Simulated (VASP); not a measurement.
# C (Cmmm) in VASP: a series of runs

The runs below take C through single point, with r2SCAN.

All numbers are computed with VASP 6.6.1; they aren't measurements. Logs are shortened: lines on timing, memory, paths and dates and some standing lists are left out, and cuts for length are marked.

## (1) The cell of the first run

The structure is orthorhombic, space group Cmmm (No. 65). Conventional cell: a = 4.798 Å, b = 8.739 Å, c = 2.505 Å, α = 90.00°, β = 90.00°, γ = 90.00°. C (site symmetry m) has 4 C at 1.55 to 1.78 Å within 2.1 Å. Within 2.1 Å of C (site symmetry m) lie 4 C at 1.55 to 1.77 Å.

## (2) Single point, r2SCAN (strain +0.1312 x Voigt [1, 0, 0, 0, 0, 0])

Contents of POSCAR:

```
C
1.0
    2.3988210749     -4.3694582406      0.0000000000
    2.3988210749      4.3694582406      0.0000000000
    0.0000000000      0.0000000000      2.5047085935
C
8
Direct
    0.6481731446      0.9813388589      0.0000000000
    0.3518268554      0.0186611411      0.0000000000
    0.0186611411      0.3518268554      0.0000000000
    0.9813388589      0.6481731446      0.0000000000
    0.4047354045      0.2263276525      0.5000000000
    0.5952645955      0.7736723475      0.5000000000
    0.7736723475      0.5952645955      0.5000000000
    0.2263276525      0.4047354045      0.5000000000
```

Contents of INCAR.step1:

```
SYSTEM = C
  PREC = Accurate
  ENCUT = 520
  ISMEAR = 0
  SIGMA = 0.05
  LREAL = .FALSE.
  LASPH = .TRUE.
  NELM = 100
  NBANDS = 26
  GGA = PE
  ALGO = Normal
  EDIFF = 1E-4
  LWAVE = .TRUE.
  LCHARG = .FALSE.
```

Contents of INCAR.step2:

```
SYSTEM = C
  PREC = Accurate
  ENCUT = 520
  EDIFF = 1E-7
  ISMEAR = 0
  SIGMA = 0.05
  LREAL = .FALSE.
  LASPH = .TRUE.
  NELM = 100
  ALGO = Normal
  ISIF = 2
  LWAVE = .FALSE.
  LCHARG = .TRUE.
  METAGGA = R2SCAN
  LMIXTAU = .TRUE.
  LELF = .TRUE.
  LVHAR = .TRUE.
  NBANDS = 26
  ISTART = 1
```

Contents of KPOINTS:

```
regular mesh
0
G
  6 6 10
  0 0 0
```

Potentials or basis: VASP PAW PBE potentials, release 64 (C).

Run with:

```
$ cat potpaw_PBE.64/C/POTCAR > POTCAR
$ cp INCAR.step1 INCAR
$ mpirun -np 1 vasp_std > vasp.out
$ cp INCAR.step2 INCAR
$ mpirun -np 1 vasp_std > vasp.out
```

OUTCAR:

```text
SYSTEM = C
   PREC = Accurate
   ENCUT = 520
   EDIFF = 1E-7
   ISMEAR = 0
   LREAL = .FALSE.
   LASPH = .TRUE.
   NELM = 100
   ISIF = 2
   METAGGA = R2SCAN
   ISTART = 1

 ion  position               nearest neighbor table
   1  0.648  0.981  0.000-   6 1.55   6 1.55   2 1.58   3 1.78
   2  0.352  0.019  0.000-   5 1.55   5 1.55   1 1.58   4 1.78
   3  0.019  0.352  0.000-   8 1.55   8 1.55   4 1.58   1 1.78
   4  0.981  0.648  0.000-   7 1.55   7 1.55   3 1.58   2 1.78
   5  0.405  0.226  0.500-   2 1.55   2 1.55   8 1.56   7 1.77
   6  0.595  0.774  0.500-   1 1.55   1 1.55   7 1.56   8 1.77
   7  0.774  0.595  0.500-   4 1.55   4 1.55   6 1.56   5 1.77
   8  0.226  0.405  0.500-   3 1.55   3 1.55   5 1.56   6 1.77

  LATTYP: Found a base centered orthorhombic cell.
 ALAT       =     4.7976421498
 B/A-ratio  =     1.8215023564
 C/A-ratio  =     0.5220707413

  Lattice vectors:

 A1 = (   2.3988210749,  -4.3694582406,   0.0000000000)
 A2 = (   2.3988210749,   4.3694582406,   0.0000000000)
 A3 = (   0.0000000000,   0.0000000000,   2.5047085935)

Analysis of symmetry for initial positions (statically):
=====================================================================
 Subroutine PRICEL returns:
 Original cell was already a primitive cell.

 Routine SETGRP: Setting up the symmetry group for a
 base centered orthorhombic supercell.

 Subroutine GETGRP returns: Found  8 space group operations
 (whereof  8 operations were pure point group operations)
 out of a pool of  8 trial point group operations.

The static configuration has the point symmetry D_2h.

Analysis of symmetry for dynamics (positions and initial velocities):
=====================================================================
 Subroutine PRICEL returns:
 Original cell was already a primitive cell.

 Routine SETGRP: Setting up the symmetry group for a
 base centered orthorhombic supercell.

 Subroutine GETGRP returns: Found  8 space group operations
 (whereof  8 operations were pure point group operations)
 out of a pool of  8 trial point group operations.

The dynamic configuration has the point symmetry D_2h.

 Subroutine INISYM returns: Found  8 space group operations
 (whereof  8 operations are pure point group operations),
 and found     1 'primitive' translations

----------------------------------------------------------------------------------------

                                     Primitive cell

  volume of cell :      52.5064

  direct lattice vectors                    reciprocal lattice vectors
     2.398821075 -4.369458241  0.000000000     0.208435721 -0.114430662  0.000000000
     2.398821075  4.369458241  0.000000000     0.208435721  0.114430662  0.000000000
     0.000000000  0.000000000  2.504708594     0.000000000  0.000000000  0.399248041

  length of vectors
     4.984627154  4.984627154  2.504708594     0.237781047  0.237781047  0.399248041

  position of ions in fractional coordinates (direct lattice)
     0.648173145  0.981338859  0.000000000
     0.351826855  0.018661141  0.000000000
     0.018661141  0.351826855  0.000000000
     0.981338859  0.648173145  0.000000000
     0.404735405  0.226327652  0.500000000
     0.595264595  0.773672348  0.500000000
     0.773672348  0.595264595  0.500000000
     0.226327652  0.404735405  0.500000000

  ion indices of the primitive-cell ions
   primitive index   ion index
                 1           1
                 2           2
                 3           3
                 4           4
                 5           5
                 6           6
                 7           7
                 8           8

----------------------------------------------------------------------------------------

 KPOINTS: regular mesh

Automatic generation of k-mesh.
 Grid dimensions read from file:
 generate k-points for:    6    6   10

 Generating k-lattice:

  Cartesian coordinates                     Fractional coordinates (reciprocal lattice)
     0.034739287 -0.019071777  0.000000000     0.166666667 -0.000000000  0.000000000
     0.034739287  0.019071777  0.000000000    -0.000000000  0.166666667  0.000000000
     0.000000000  0.000000000  0.039924804     0.000000000  0.000000000  0.100000000

  Length of vectors
     0.039630174  0.039630174  0.039924804

  Shift w.r.t. Gamma in fractional coordinates (k-lattice)
     0.000000000  0.000000000  0.000000000

 Subroutine IBZKPT returns following result:
 ===========================================

 Found     78 irreducible k-points:

 Following reciprocal coordinates:
            Coordinates               Weight
  0.000000  0.000000  0.000000      1.000000
  0.166667  0.000000  0.000000      4.000000
  0.333333  0.000000  0.000000      4.000000
  0.500000  0.000000  0.000000      2.000000
  0.166667  0.166667  0.000000      2.000000
  0.333333  0.166667  0.000000      4.000000
[... 16 lines left out ...]
  0.333333  0.333333  0.100000      4.000000
  0.500000  0.333333  0.100000      8.000000
 [... further k-points ...]
   k-points           NKPTS =     78   k-points in BZ     NKDIM =     78   number of bands    NBANDS=     26
   number of dos      NEDOS =    301   number of ions     NIONS =      8
   total plane-waves  NPLWV =  32000
   dimension x,y,z NGX =    40 NGY =   40 NGZ =   20
   dimension x,y,z NGXF=    80 NGYF=   80 NGZF=   40
   ions per type =               8
   NGX,Y,Z   is equivalent  to a cutoff of  13.34, 13.34, 13.27 a.u.
   NGXF,Y,Z  is equivalent  to a cutoff of  26.68, 26.68, 26.55 a.u.
 SYSTEM =  C
   PREC   = accura    normal or accurate (medium, high low for compatibility)
   ISTART =      1    job   : 0-new  1-cont  2-samecut
   ICHARG =      0    charge: 1-file 2-atom 10-const
   ISPIN  =      1    spin polarized calculation?
   LNONCOLLINEAR =      F non collinear calculations
   LSORBIT =      F    spin-orbit coupling
   LASPH  =      T    aspherical Exc in radial PAW
   ENCUT  =  520.0 eV  38.22 Ry    6.18 a.u.   9.27  9.27  4.66*2*pi/ulx,y,z
   NELM   =    100;   NELMIN=  2; NELMDL=  0     # of ELM steps
   EDIFF  = 0.1E-06   stopping-criterion for ELM
   LREAL  =      F    real-space projection
   EDIFFG = 0.1E-05   stopping-criterion for IOM
   NSW    =      0    number of steps for IOM
   IBRION =     -1    ionic relax: 0-MD 1-quasi-New 2-CG
   NFREE  =      0    steps in history (QN), initial steepest desc. (CG)
   ISIF   =      2    stress and relaxation
   ISYM   =      2    0-nonsym 1-usesym 2-fastsym
   POTIM  = 0.5000    time-step for ionic-motion
   TEBEG  =    0.0;   TEEND  =   0.0 temperature during run
   PSTRESS=    0.0 pullay stress
   NELECT =      32.0000    total number of electrons
   NUPDOWN=      -1.0000    fix difference up-down
   EMIN   =  10.00;   EMAX   =-10.00  energy-range for DOS
   EFERMI =   0.00;   METHOD = LEGACY
   ISMEAR =     0;   SIGMA  =   0.05  broadening in eV -4-tet -1-fermi 0-gaus
   EFERMI_NEDOS =   21; number of points for ismear=-14 and -15
   IALGO  =     38    algorithm
   IMIX   =      4    mixing-type and parameters
     AMIX     =   0.40;   BMIX     =  1.00
     AMIX_MAG =   1.60;   BMIX_MAG =  1.00
  volume/ion in A,a.u.               =       6.56        44.29
  Fermi-wavevector in a.u.,A,eV,Ry     =   1.387993  2.622926 26.211958  1.926525
  Thomas-Fermi vector in A             =   2.512161
   LORBIT       =      0    0 simple, 1 ext, 2 COOP (PROOUT), +10 PAW based schemes
   METAGGA = R2SCAN    functional components
   LHFCALC =     F    Hartree Fock is set to
   AEXX    =    0.0000 exact exchange contribution
   IVDW    =     0    specifies the selected vdW correction
   LEPSILON=     F    determine dielectric tensor
   LRPA    =     F    only Hartree local field effects (RPA)
 non-spin polarized calculation
 Gauss-broadening in eV      SIGMA  =   0.05
  energy-cutoff  :      520.00
  volume of cell :       52.51
 maximum number of plane-waves:      1430
 NGX is ok and might be reduce to    40
   NGX = 19   NGY = 19   NGZ =  9

 number of electron      32.0000004 magnetization

 Free energy of the ion-electron system (eV)
  ---------------------------------------------------
  ext. energy  EPLUGINS =         0.00000000
  ---------------------------------------------------
  free energy    TOTEN  =       -75.37798104 eV

  energy without entropy =      -75.37798104  energy(sigma->0) =      -75.37798104

 E-fermi :   8.0224     XC(G=0): -13.4046

 val. band max:        7.7143320861   @ k =   0.5000   0.5000   0.0000
 cond. band min:       9.5531244682   @ k =   0.0000   0.0000   0.0000
 fundamental gap:      1.8387923821
 Fermi energy:         8.0223935985

 k-point     1 :       0.0000    0.0000    0.0000
  band No.  band energies     occupation
      1     -13.3753      2.00000
      2      -8.6313      2.00000
      3      -8.0995      2.00000
      4      -7.9747      2.00000
      5      -6.6740      2.00000
      6      -3.3245      2.00000
[... 18 lines left out ...]
     25      17.9986      0.00000
     26      18.1554      0.00000

 k-point     2 :       0.1667    0.0000    0.0000
  band No.  band energies     occupation
      1     -13.1972      2.00000
      2      -9.3346      2.00000
      3      -8.4638      2.00000
      4      -8.0539      2.00000
      5      -5.8342      2.00000
      6      -2.7332      2.00000
[... 18 lines left out ...]
     25      17.7654      0.00000
     26      18.4850      0.00000

 k-point     3 :       0.3333    0.0000    0.0000
  band No.  band energies     occupation
      1     -12.6784      2.00000
      2     -10.5633      2.00000
      3      -8.8787      2.00000
      4      -8.1917      2.00000
      5      -4.3541      2.00000
      6      -1.3854      2.00000
[... 18 lines left out ...]
     25      17.7408      0.00000
     26      18.2530      0.00000

 k-point     4 :       0.5000    0.0000    0.0000
  band No.  band energies     occupation
      1     -12.0693      2.00000
      2     -11.4461      2.00000
      3      -9.0288      2.00000
      4      -8.2658      2.00000
      5      -2.9519      2.00000
      6      -2.0828      2.00000
[... 18 lines left out ...]
     25      16.9889      0.00000
     26      17.4772      0.00000

 k-point     5 :       0.1667    0.1667    0.0000
  band No.  band energies     occupation
      1     -12.8465      2.00000
      2      -9.8801      2.00000
      3      -9.5580      2.00000
      4      -7.4628      2.00000
      5      -5.5319      2.00000
      6      -1.0443      2.00000
[... 18 lines left out ...]
     25      17.6973      0.00000
     26      19.2872      0.00000

 k-point     6 :       0.3333    0.1667    0.0000
  band No.  band energies     occupation
      1     -12.2012      2.00000
      2     -10.9998      2.00000
      3      -9.9767      2.00000
      4      -7.1933      2.00000
      5      -4.3762      2.00000
      6      -1.0254      2.00000
[... 427 lines left out ...]
 k-point    21 :      -0.3333    0.1667    0.1000
  band No.  band energies     occupation
      1     -12.6568      2.00000
      2      -9.8867      2.00000
      3      -9.4777      2.00000
      4      -6.7932      2.00000
      5      -4.5122      2.00000
      6      -2.3332      2.00000
[... 18 lines left out ...]
     25      18.1679      0.00000
     26      18.5191      0.00000

 k-point    22 :      -0.1667    0.1667    0.1000
  band No.  band energies     occupation
      1     -13.0063      2.00000
      2      -9.0417      2.00000
      3      -8.9904      2.00000
      4      -7.0280      2.00000
      5      -5.4628      2.00000
      6      -3.1547      2.00000
[... 18 lines left out ...]
     25      18.5143      0.00000
     26      18.7523      0.00000

 k-point    23 :       0.3333    0.3333    0.1000
  band No.  band energies     occupation
      1     -11.4318      2.00000
      2     -11.1598      2.00000
      3     -10.5712      2.00000
      4      -5.8983      2.00000
      5      -3.8725      2.00000
      6      -2.6062      2.00000
[... 18 lines left out ...]
     25      17.7350      0.00000
     26      18.1268      0.00000

 k-point    24 :       0.5000    0.3333    0.1000
  band No.  band energies     occupation
      1     -11.9719      2.00000
      2     -10.9657      2.00000
      3     -10.0318      2.00000
      4      -5.4453      2.00000
      5      -4.2952      2.00000
      6      -2.5785      2.00000
[... 18 lines left out ...]
     25      17.6471      0.00000
     26      18.0618      0.00000

 [... further k-points ...]

------------------------ aborting loop because EDIFF is reached ----------------------------------------

  FORCE on cell =-STRESS in cart. coord.  units (eV):
  Direction    XX          YY          ZZ          XY          YZ          ZX
  --------------------------------------------------------------------------------------
  -------------------------------------------------------------------------------------
  Total      -31.4139879     -1.8800672     -0.4832988     -0.0000000      0.0000000      0.0000000
  in kB     -958.5637571    -57.3682103    -14.7473384     -0.0000000      0.0000000      0.0000000
  external PRESSURE =    -343.5597686 kB  Pullay stress =       0.0000000 kB

 VOLUME and BASIS-vectors are now :
 -----------------------------------------------------------------------------
  energy-cutoff  :      520.00
  volume of cell :       52.51
      direct lattice vectors                 reciprocal lattice vectors
     2.398821075 -4.369458241  0.000000000     0.208435721 -0.114430662  0.000000000
     2.398821075  4.369458241  0.000000000     0.208435721  0.114430662  0.000000000
     0.000000000  0.000000000  2.504708594     0.000000000  0.000000000  0.399248041

 POSITION                                       TOTAL-FORCE (eV/Angst)
 -----------------------------------------------------------------------------------
      3.90891      1.45575      0.00000        -1.429855     -0.425445     -0.000000
      0.88873     -1.45575      0.00000         1.429855      0.425445      0.000000
      0.88873      1.45575      0.00000         1.429855     -0.425445      0.000000
      3.90891     -1.45575      0.00000        -1.429855      0.425445     -0.000000
      1.51381     -0.77955      1.25235        -0.042485     -0.126836      0.000000
      3.28383      0.77955      1.25235         0.042485      0.126836     -0.000000
      3.28383     -0.77955      1.25235         0.042485     -0.126836     -0.000000
      1.51381      0.77955      1.25235        -0.042485      0.126836      0.000000
 -----------------------------------------------------------------------------------
    total drift:                                0.000000     -0.000000     -0.000000

  FREE ENERGIE OF THE ION-ELECTRON SYSTEM (eV)
  ---------------------------------------------------
  free  energy   TOTEN  =       -75.3779810382 eV

  energy  without entropy=      -75.3779810382  energy(sigma->0) =      -75.37798104
```

Run time: 3.9 min. Hardware: 1 thread of AMD EPYC 9R45 (Zen 5), shared host; peak memory 0.18 GiB.

What came out:

```
Free energy            : -75.3780 eV
Pressure               : -34.4 GPa
Largest force          : 1.492 eV/Å
Band gap on the k mesh : 1.84 eV, indirect (least direct gap 2.49 eV)
```

Forces in eV/Å, atoms in the order of the input:
```
C   -1.430 -0.425  0.000
C    1.430  0.425  0.000
C    1.430 -0.425  0.000
C   -1.430  0.425  0.000
C   -0.042 -0.127  0.000
C    0.042  0.127  0.000
C    0.042 -0.127  0.000
C   -0.042  0.127  0.000
```

Caveat: the cell differs from its parent crystal (strain +0.1312 x Voigt [1, 0, 0, 0, 0, 0]); the PAW data sets were made with another functional, which shifts forces and pressure a little.

## (3) Single point, r2SCAN (strain +0.1500 x Voigt [1, 0, 0, 0, 0, 0])

Changes to POSCAR since step 2:

```diff
@@ -2,4 +2,4 @@
 1.0
-    2.3988210749     -4.3694582406      0.0000000000
-    2.3988210749      4.3694582406      0.0000000000
+    2.4386883276     -4.3694582406      0.0000000000
+    2.4386883276      4.3694582406      0.0000000000
     0.0000000000      0.0000000000      2.5047085935
```

Contents of INCAR.step1:

```
PREC = Accurate ; ENCUT = 520
ISMEAR = 0 ; SIGMA = 0.05
LREAL = F ; LASPH = T
NELM = 80 ; NBANDS = 26
GGA = PE ; ALGO = Normal
EDIFF = 1E-4 ; LWAVE = T
LCHARG = F
```

Contents of INCAR.step2:

```
PREC = Accurate ; ENCUT = 520
EDIFF = 1E-6 ; ISMEAR = 0
SIGMA = 0.05 ; LREAL = F
LASPH = T ; NELM = 80
ALGO = Normal ; ISIF = 2
LWAVE = F ; LCHARG = T
METAGGA = R2SCAN ; LMIXTAU = T
LELF = T ; LVHAR = T
NBANDS = 26 ; ISTART = 1
```

Contents of KPOINTS:

```
Automatic mesh
0
Gamma
  6 6 10
```

Potentials or basis: VASP PAW PBE potentials, release 64 (C).

Run with:

```
$ cat potpaw_PBE.64/C/POTCAR > POTCAR
$ cp INCAR.step1 INCAR
$ mpirun -np 1 vasp_std > vasp.out
$ cp INCAR.step2 INCAR
$ mpirun -np 1 vasp_std > vasp.out
```

Wall time 3.3 min (1 thread of AMD EPYC 9R45 (Zen 5), shared host); peak memory 0.18 GiB.

Results (log left out):

| Quantity | Value |
| --- | --- |
| Free energy | -74.8374 eV |
| Pressure | -37.0 GPa |
| Largest force | 1.838 eV/Å |
| Band gap on the k mesh | 1.40 eV, indirect (least direct gap 2.01 eV) |

Forces in eV/Å, atoms in the order of the input:
```
C   -1.771 -0.490  0.000
C    1.771  0.490  0.000
C    1.771 -0.490  0.000
C   -1.771  0.490  0.000
C   -0.216 -0.131  0.000
C    0.216  0.131  0.000
C    0.216 -0.131  0.000
C   -0.216  0.131  0.000
```

Stress tensor (GPa, compression positive):
```
-102.76    0.00    0.00
   0.00   -6.47    0.00
   0.00    0.00   -1.66
```

Levels at points of the mesh, in eV from the valence-band top:
```csv
k point,band 14,band 15,band 16,band 17,band 18,band 19
"(0.00, 0.00, 0.00)",-1.55,-0.67,-0.62,1.40,5.53,6.31
"(0.50, 0.00, 0.00)",-2.51,-1.70,-1.38,4.01,5.90,6.83
"(0.50, 0.50, 0.00)",-0.62,-0.02,0.00,2.55,3.82,5.57
"(0.00, 0.00, 0.50)",-4.43,-3.74,-2.98,5.28,5.80,6.99
"(0.50, 0.00, 0.50)",-4.60,-4.07,-2.59,3.37,3.68,4.96
"(0.50, 0.50, 0.50)",-4.27,-3.75,-3.52,5.07,5.57,5.84
```

Caveat: the cell differs from its parent crystal (strain +0.1500 x Voigt [1, 0, 0, 0, 0, 0]); the PAW data sets were made with another functional, which shifts forces and pressure a little.
